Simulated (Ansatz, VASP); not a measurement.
# ZnO: VASP beside Ansatz

```xyz
4
Lattice="3.2493 0.0000 0.0000 -1.6247 2.8140 0.0000 0.0000 0.0000 5.2057" Properties=species:S:1:pos:R:3 pbc="T T T"
Zn    1.6247    0.9380    0.0000
Zn    0.0000    1.8760    2.6029
O     0.0000    1.8760    4.5759
O     1.6247    0.9380    1.9730
```

Alike in both runs: functional PBEsol; k mesh 5 × 5 × 3; occupations fermi-dirac, width 0.05 eV; no spin polarisation.

|  | VASP | Ansatz |
| --- | --- | --- |
| version | VASP 6.6.1 | Ansatz 0.2.0 |
| potentials or method | VASP PAW PBE potentials, release 64 (Zn, O) | Ansatz PAW |
| plane-wave cutoff (eV) | 520 | 420 |
| valence electrons in the cell | 36 | 36 |
| task | single point | band structure |

Ansatz gave:

| Quantity | Value |
| --- | --- |
| gap on the k mesh at the Fermi level (eV) | 0.70 |
| least direct gap on the mesh (eV) | 0.70 |
| pressure (GPa) | -1.5 |
| traceless stress, the component that is largest in VASP (GPa) | 1.05 |
| rms of the force components (eV/Å) | 0.036 |

**Question.** Which values does VASP return?

**Answer.** gap on the k mesh at the Fermi level (eV): 0.68; least direct gap on the mesh (eV): 0.68; pressure (GPa): -0.5; traceless stress, the component that is largest in VASP (GPa): 1.10; rms of the force components (eV/Å): 0.038.

VASP's potentials were made for PBE, not for PBEsol. Atom by atom the forces differ by 0.002 eV/Å (rms over components).

The k mesh is coarse, so the values compare programs but aren't converged.
